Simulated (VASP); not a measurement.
# GeN (Imm2) in VASP: a series of runs

The runs below take GeN through relaxation of cell and atoms, single point, with PBE.

All numbers are computed with VASP 6.6.1; they aren't measurements. Logs are shortened: lines on timing, memory, paths and dates and some standing lists are left out, and cuts for length are marked.

### 1 The cell of the first run

Symmetry: Imm2, No. 44, orthorhombic system. The conventional cell has a = 2.967 Å, b = 5.757 Å, c = 4.893 Å, α = 90.00°, β = 90.00°, γ = 90.00°. Ge (site symmetry m) has 3 N at 1.76 Å and 1 Ge at 1.76 Å within 2.3 Å. Within 2.3 Å of N (site symmetry m) lie 3 Ge at 1.76 Å.

The cell was generated, and may not be a known phase.

### 2 Relaxation of cell and atoms, PBE

Input file INCAR:

```
PREC = Accurate
ENCUT = 600
EDIFF = 1E-6
ISMEAR = 0
SIGMA = 0.1
LREAL = F
LASPH = T
NELM = 60
ALGO = Normal
ISIF = 3
LWAVE = F
LCHARG = F
GGA = PE
IBRION = 2
NSW = 90
EDIFFG = -0.04
```

Input file KPOINTS:

```
Automatic mesh
0
Gamma
  6 6 6
```

Input file POSCAR:

```
GeN
1.0
   -1.4837403600      2.8784764200      2.4464092700
    1.4837403600     -2.8784764200      2.4464092700
    1.4837403600      2.8784764200     -2.4464092700
Ge N
2 2
Direct
    0.2589471500      0.6057077100      0.6532394400
    0.9524682700      0.6057077100      0.3467605600
    0.0116296500      0.2630089100      0.7486207400
    0.5143881600      0.2630089100      0.2513792600
```

Potentials or basis: VASP PAW PBE potentials, release 64 (Ge_d, N).

Command:

```sh
$ cat potpaw_PBE.64/Ge_d/POTCAR potpaw_PBE.64/N/POTCAR > POTCAR
$ mpirun -np 1 vasp_std > vasp.out
```

OUTCAR:

```text
PREC = Accurate
   ENCUT = 600
   EDIFF = 1E-6
   ISMEAR = 0
   LREAL = F
   LASPH = T
   NELM = 60
   ISIF = 3
   GGA = PE
   IBRION = 2
   NSW = 90
   EDIFFG = -0.04

 ion  position               nearest neighbor table
   1  0.259  0.606  0.653-   4 1.76   4 1.76   3 1.76   2 1.76
   2  0.952  0.606  0.347-   3 1.76   3 1.76   4 1.76   1 1.76
   3  0.012  0.263  0.749-   2 1.76   2 1.76   1 1.76
   4  0.514  0.263  0.251-   1 1.76   1 1.76   2 1.76

  LATTYP: Found a body centered orthorhombic cell.
 ALAT       =     2.9674807200
 B/A-ratio  =     1.6488122423
 C/A-ratio  =     1.9400135614

  Lattice vectors:

 A1 = (   1.4837403600,  -2.8784764200,  -2.4464092700)
 A2 = (  -1.4837403600,  -2.8784764200,   2.4464092700)
 A3 = (  -1.4837403600,   2.8784764200,  -2.4464092700)

Analysis of symmetry for initial positions (statically):
=====================================================================
 Subroutine PRICEL returns:
 Original cell was already a primitive cell.

 Routine SETGRP: Setting up the symmetry group for a
 body centered orthorhombic supercell.

 Subroutine GETGRP returns: Found  4 space group operations
 (whereof  4 operations were pure point group operations)
 out of a pool of  8 trial point group operations.

The static configuration has the point symmetry C_2v.

Analysis of symmetry for dynamics (positions and initial velocities):
=====================================================================
 Subroutine PRICEL returns:
 Original cell was already a primitive cell.

 Routine SETGRP: Setting up the symmetry group for a
 body centered orthorhombic supercell.

 Subroutine GETGRP returns: Found  4 space group operations
 (whereof  4 operations were pure point group operations)
 out of a pool of  8 trial point group operations.

The dynamic configuration has the point symmetry C_2v.

 Subroutine INISYM returns: Found  4 space group operations
 (whereof  4 operations are pure point group operations),
 and found     1 'primitive' translations

----------------------------------------------------------------------------------------

                                     Primitive cell

  volume of cell :      41.7936

  direct lattice vectors                    reciprocal lattice vectors
    -1.483740360  2.878476420  2.446409270     0.000000000  0.173703004  0.204381175
     1.483740360 -2.878476420  2.446409270     0.336986183  0.000000000  0.204381175
     1.483740360  2.878476420 -2.446409270     0.336986183  0.173703004  0.000000000

  length of vectors
     4.058574907  4.058574907  4.058574907     0.268224529  0.394120986  0.379120589

  position of ions in fractional coordinates (direct lattice)
     0.258947150  0.605707710  0.653239440
     0.952468270  0.605707710  0.346760560
     0.011629650  0.263008910  0.748620740
     0.514388160  0.263008910  0.251379260

  ion indices of the primitive-cell ions
   primitive index   ion index
                 1           1
                 2           2
                 3           3
                 4           4

----------------------------------------------------------------------------------------

 KPOINTS: Automatic mesh

Automatic generation of k-mesh.
 Grid dimensions read from file:
 generate k-points for:    6    6    6

 Generating k-lattice:

  Cartesian coordinates                     Fractional coordinates (reciprocal lattice)
     0.000000000  0.028950501  0.034063529     0.166666667  0.000000000  0.000000000
     0.056164364  0.000000000  0.034063529     0.000000000  0.166666667  0.000000000
     0.056164364  0.028950501  0.000000000     0.000000000  0.000000000  0.166666667

  Length of vectors
     0.044704088  0.065686831  0.063186765

  Shift w.r.t. Gamma in fractional coordinates (k-lattice)
     0.000000000  0.000000000  0.000000000

 Subroutine IBZKPT returns following result:
 ===========================================

 Found     46 irreducible k-points:

 Following reciprocal coordinates:
            Coordinates               Weight
  0.000000  0.000000  0.000000      1.000000
  0.166667 -0.000000  0.000000      4.000000
  0.333333 -0.000000  0.000000      4.000000
  0.500000 -0.000000  0.000000      2.000000
 -0.000000  0.166667  0.000000      4.000000
  0.166667  0.166667  0.000000      8.000000
[... 16 lines left out ...]
 -0.166667  0.166667  0.166667      2.000000
  0.166667  0.333333  0.166667      4.000000
 [... further k-points ...]
   k-points           NKPTS =     46   k-points in BZ     NKDIM =     46   number of bands    NBANDS=     23
   number of dos      NEDOS =    301   number of ions     NIONS =      4
   total plane-waves  NPLWV =  32768
   dimension x,y,z NGX =    32 NGY =   32 NGZ =   32
   dimension x,y,z NGXF=    64 NGYF=   64 NGZF=   64
   ions per type =               2   2
   NGX,Y,Z   is equivalent  to a cutoff of  13.11, 13.11, 13.11 a.u.
   NGXF,Y,Z  is equivalent  to a cutoff of  26.22, 26.22, 26.22 a.u.
 SYSTEM =  unknown system
   PREC   = accura    normal or accurate (medium, high low for compatibility)
   ISTART =      0    job   : 0-new  1-cont  2-samecut
   ICHARG =      2    charge: 1-file 2-atom 10-const
   ISPIN  =      1    spin polarized calculation?
   LNONCOLLINEAR =      F non collinear calculations
   LSORBIT =      F    spin-orbit coupling
   LASPH  =      T    aspherical Exc in radial PAW
   ENCUT  =  600.0 eV  44.10 Ry    6.64 a.u.   8.11  8.11  8.11*2*pi/ulx,y,z
   NELM   =     60;   NELMIN=  2; NELMDL= -5     # of ELM steps
   EDIFF  = 0.1E-05   stopping-criterion for ELM
   LREAL  =      F    real-space projection
   EDIFFG = -.4E-01   stopping-criterion for IOM
   NSW    =     90    number of steps for IOM
   IBRION =      2    ionic relax: 0-MD 1-quasi-New 2-CG
   NFREE  =      1    steps in history (QN), initial steepest desc. (CG)
   ISIF   =      3    stress and relaxation
   ISYM   =      2    0-nonsym 1-usesym 2-fastsym
   POTIM  = 0.5000    time-step for ionic-motion
   TEBEG  =    0.0;   TEEND  =   0.0 temperature during run
   PSTRESS=    0.0 pullay stress
   NELECT =      38.0000    total number of electrons
   NUPDOWN=      -1.0000    fix difference up-down
   EMIN   =  10.00;   EMAX   =-10.00  energy-range for DOS
   EFERMI =   0.00;   METHOD = LEGACY
   ISMEAR =     0;   SIGMA  =   0.10  broadening in eV -4-tet -1-fermi 0-gaus
   EFERMI_NEDOS =   21; number of points for ismear=-14 and -15
   IALGO  =     38    algorithm
   IMIX   =      4    mixing-type and parameters
     AMIX     =   0.40;   BMIX     =  1.00
     AMIX_MAG =   1.60;   BMIX_MAG =  1.00
  volume/ion in A,a.u.               =      10.45        70.51
  Fermi-wavevector in a.u.,A,eV,Ry     =   1.585986  2.997080 34.223454  2.515353
  Thomas-Fermi vector in A             =   2.685367
   LORBIT       =      0    0 simple, 1 ext, 2 COOP (PROOUT), +10 PAW based schemes
   GGA     = PE    functional components
   LHFCALC =     F    Hartree Fock is set to
   AEXX    =    0.0000 exact exchange contribution
   IVDW    =     0    specifies the selected vdW correction
   LEPSILON=     F    determine dielectric tensor
   LRPA    =     F    only Hartree local field effects (RPA)
 conjugate gradient relaxation of ions
 non-spin polarized calculation
 Gauss-broadening in eV      SIGMA  =   0.10
  energy-cutoff  :      600.00
  volume of cell :       41.79
 maximum number of plane-waves:      1416
   NGX = 17   NGY = 17   NGZ = 17

--------------------------------------- Ionic step        1  -------------------------------------------

 number of electron      38.0000002 magnetization

 Free energy of the ion-electron system (eV)
  ---------------------------------------------------
  ext. energy  EPLUGINS =         0.00000000
  ---------------------------------------------------
  free energy    TOTEN  =       -18.21304395 eV

  energy without entropy =      -18.21304391  energy(sigma->0) =      -18.21304393

------------------------ aborting loop because EDIFF is reached ----------------------------------------

  FORCE on cell =-STRESS in cart. coord.  units (eV):
  Direction    XX          YY          ZZ          XY          YZ          ZX
  --------------------------------------------------------------------------------------
  -------------------------------------------------------------------------------------
  Total       14.1631042     56.6030924     13.7511958      0.0000000      0.0000000      0.0000000
  in kB      542.9493791   2169.9066449    527.1586740      0.0000000      0.0000000      0.0000000
  external PRESSURE =    1080.0048993 kB  Pullay stress =       0.0000000 kB
[... 1362 lines left out ...]
     22       9.8457      0.00000
     23      10.2768      0.00000

 [... further k-points ...]

[... ionic steps 4 to 28 ...]

--------------------------------------- Ionic step       29  -------------------------------------------

 number of electron      38.0000005 magnetization

------------------------ aborting loop because EDIFF is reached ----------------------------------------

  FORCE on cell =-STRESS in cart. coord.  units (eV):
  Direction    XX          YY          ZZ          XY          YZ          ZX
  --------------------------------------------------------------------------------------
  -------------------------------------------------------------------------------------
  Total        0.4101382      0.0613140      0.1766506      0.0000000      0.0000000      0.0000000
  in kB       11.0820188      1.6567163      4.7731344      0.0000000      0.0000000      0.0000000
  external PRESSURE =       5.8372898 kB  Pullay stress =       0.0000000 kB
[... 61 lines left out ...]
  energy  without entropy=      -25.3922072081  energy(sigma->0) =      -25.39220721

--------------------------------------- Ionic step       31  -------------------------------------------

 number of electron      38.0000001 magnetization

 Free energy of the ion-electron system (eV)
  ---------------------------------------------------
  ext. energy  EPLUGINS =         0.00000000
  ---------------------------------------------------
  free energy    TOTEN  =       -25.39231289 eV

  energy without entropy =      -25.39231289  energy(sigma->0) =      -25.39231289

 E-fermi :   5.3772     XC(G=0): -10.1319

 val. band max:        4.9085376477   @ k =   0.5000   0.5000   0.5000
 cond. band min:       5.8484258588   @ k =   0.5000   0.5000   0.5000
 fundamental gap:      0.9398882111
 Fermi energy:         5.3771516745

 k-point     1 :       0.0000    0.0000    0.0000
  band No.  band energies     occupation
      1     -20.2543      2.00000
      2     -20.2220      2.00000
      3     -20.1769      2.00000
      4     -20.1710      2.00000
      5     -20.1006      2.00000
      6     -20.0857      2.00000
[... 646 lines left out ...]
  FREE ENERGIE OF THE ION-ELECTRON SYSTEM (eV)
  ---------------------------------------------------
  free  energy   TOTEN  =       -25.3923128910 eV

  energy  without entropy=      -25.3923128910  energy(sigma->0) =      -25.39231289

 reached required accuracy - stopping structural energy minimisation
```

Wall time 23 min (1 thread of AMD EPYC 7R13, shared host); peak memory 0.19 GiB.

What came out:

- Free energy: -25.3923 eV
- Relaxed volume: 14.85 Å³/atom
- Relaxed cell: a = 4.787 Å, b = 4.787 Å, c = 4.787 Å, α = 142.32°, β = 77.79°, γ = 114.84°
- Space group after relaxing (to 0.1 Å): Imm2 (No. 44)
- Energy gained by relaxing: 1794.8 meV/atom
- Ionic steps: 31
- Pressure after relaxing: 0.0 GPa
- Largest force after relaxing: 0.028 eV/Å
- Band gap on the k mesh: 0.94 eV

Forces in eV/Å, atoms in the order of the input:
```
Ge   0.000 -0.021  0.017
Ge   0.000  0.021  0.017
N    0.000 -0.020 -0.017
N    0.000  0.020 -0.017
```

Stress tensor (GPa, compression positive):
```
-0.05  0.00  0.00
 0.00  0.13  0.00
 0.00  0.00  0.05
```

The path:
| step | energy change (eV) | largest force (eV/Å) | pressure (GPa) | volume (Å³) |
| --- | --- | --- | --- | --- |
| 1 | 0.0000 | 22.6864 | 108.00 | 41.79 |
| 2 | -2.5245 | 2.4263 | -28.35 | 95.99 |
| 3 | -4.3775 | 3.7756 | 16.02 | 60.81 |
| 4 | -5.7257 | 3.2192 | -3.70 | 69.58 |
| 5 | -5.8933 | 2.0837 | -11.52 | 74.16 |
| 6 | -5.8818 | 2.5166 | -8.95 | 72.47 |
| 7 | -6.8713 | 1.9785 | -3.54 | 64.02 |
| 8 | -7.0071 | 1.9478 | 2.12 | 60.03 |
| 9 | -6.4135 | 4.9861 | 9.52 | 56.27 |
| 10 | -7.1229 | 0.7499 | 2.20 | 58.88 |
| 11 | -7.1456 | 0.6149 | -1.00 | 60.78 |
| 12 | -7.1581 | 0.2908 | 0.20 | 60.06 |
| 13 | -7.1654 | 0.1105 | -0.73 | 60.30 |
| 14 | -7.1657 | 0.0977 | -1.11 | 60.36 |
| 15 | -7.1704 | 0.1016 | -0.19 | 59.96 |
| 16 | -7.1708 | 0.1086 | 0.32 | 59.76 |
| 17 | -7.1708 | 0.1083 | 0.26 | 59.78 |
| 18 | -7.1720 | 0.0961 | 0.13 | 59.86 |
| 19 | -7.1729 | 0.0830 | -0.05 | 59.95 |
| 20 | -7.1723 | 0.1146 | -0.12 | 60.14 |
| 21 | -7.1730 | 0.0756 | -0.18 | 60.01 |
| 22 | -7.1739 | 0.0661 | -0.16 | 60.00 |
| 23 | -7.1754 | 0.0870 | -0.45 | 59.98 |
| 24 | -7.1756 | 0.1346 | -0.54 | 59.97 |
| 25 | -7.1764 | 0.1191 | -0.34 | 59.88 |
| 26 | -7.1776 | 0.0925 | 0.00 | 59.69 |
| 27 | -7.1784 | 0.0431 | 0.38 | 59.32 |
| 28 | -7.1783 | 0.0336 | 0.72 | 59.24 |
| 29 | -7.1784 | 0.0409 | 0.58 | 59.30 |
| 30 | -7.1792 | 0.0328 | 0.29 | 59.36 |
| 31 | -7.1793 | 0.0276 | 0.04 | 59.41 |

Final structure:
```
CELL_PARAMETERS angstrom
-1.54613 3.72612 2.57787
1.54613 -3.72612 2.57787
1.54613 3.72612 -2.57787
ATOMIC_POSITIONS crystal
Ge 0.44122 0.60774 0.83348
Ge 0.77426 0.60774 0.16652
N 0.01879 0.26098 0.75781
N 0.50317 0.26098 0.24219
```

Levels at points of the mesh, in eV from the valence-band top:
```csv
k point,band 15,band 16,band 17,band 18,band 19,band 20,band 21,band 22,band 23
"(0.00, 0.00, 0.00)",-4.41,-4.18,-3.68,-2.87,-1.35,2.67,2.86,4.13,5.64
"(0.50, 0.00, 0.00)",-4.49,-3.84,-3.69,-3.39,-0.78,2.35,3.69,5.47,5.94
"(0.00, 0.50, 0.00)",-5.30,-4.59,-3.89,-2.18,-1.64,2.29,2.54,4.71,5.81
"(0.50, 0.50, 0.00)",-6.40,-6.40,-3.47,-2.40,-1.55,2.78,3.93,4.73,7.00
"(0.50, 0.50, 0.50)",-4.63,-3.53,-2.74,-1.26,0.00,0.94,2.26,5.55,6.36
```

Caveat: the volume moved by over 15 % at a fixed basis, so the end points are rough. A k mesh can miss the band edges.

### 3 Single point, PBE

This run uses another cell than the first one, of 15.23 Å³/atom.

Input file INCAR:

```
  ALGO = Normal
  EDIFF = 1E-6
  ENCUT = 520
  GGA = PE
  ISIF = 2
  ISMEAR = 0
  LASPH = T
  LCHARG = F
  LREAL = F
  LWAVE = F
  NBANDS = 27
  NELM = 80
  PREC = Accurate
  SIGMA = 0.02
```

Input file KPOINTS:

```
k-points
0
Gamma
  10 10 10
```

Input file POSCAR:

```
GeN
1.0
   -1.5475666822      3.8289127779      2.5704005252
    1.5475666822     -3.8289127779      2.5704005252
    1.5475666822      3.8289127779     -2.5704005252
Ge N
2 2
Direct
    0.2707843264      0.6061382648      0.6646460617
    0.9414922031      0.6061382648      0.3353539383
    0.0111498159      0.2625783527      0.7485714632
    0.5140068896      0.2625783527      0.2514285368
```

Potentials or basis: VASP PAW PBE potentials, release 64 (Ge_d, N).

Command:

```sh
$ cat potpaw_PBE.64/Ge_d/POTCAR potpaw_PBE.64/N/POTCAR > POTCAR
$ mpirun -np 1 vasp_std > vasp.out
```

It took 5.8 min on 1 thread of AMD EPYC 7R13, shared host; peak memory 0.34 GiB.

The run converged. Its results:

```yaml
Free_energy: -25.4832 eV
Pressure: -0.3 GPa
Largest_force: 0.026 eV/Å
Band_gap_on_the_k_mesh: 0.67 eV
```

Forces on the atoms (eV/Å):
```
Ge   0.000  0.026 -0.005
Ge   0.000 -0.026 -0.005
N    0.000  0.016  0.005
N    0.000 -0.016  0.005
```

Stress tensor (GPa, compression positive):
```
-0.44  0.00  0.00
 0.00 -0.11  0.00
 0.00  0.00 -0.36
```

Levels at points of the mesh, in eV from the valence-band top:
```
           k point  band 16  band 17  band 18  band 19  band 20  band 21  band 22  band 23
(0.00, 0.00, 0.00)    -4.13    -3.74    -2.85    -1.28     2.78     2.86     4.18     5.70
(0.50, 0.00, 0.00)    -3.81    -3.67    -3.28    -0.89     2.25     3.63     5.33     5.84
(0.00, 0.50, 0.00)    -4.61    -3.90    -2.01    -1.65     2.31     2.33     4.68     5.83
(0.50, 0.50, 0.00)    -6.32    -3.42    -2.38    -1.53     2.70     3.71     4.58     7.20
(0.50, 0.50, 0.50)    -3.61    -2.73    -1.16     0.00     0.67     2.16     5.32     6.34
```

Caveat: semilocal functionals underestimate gaps, and a narrow one can read as zero. A k mesh can miss the band edges.

(Continued in part 2 of 2.)
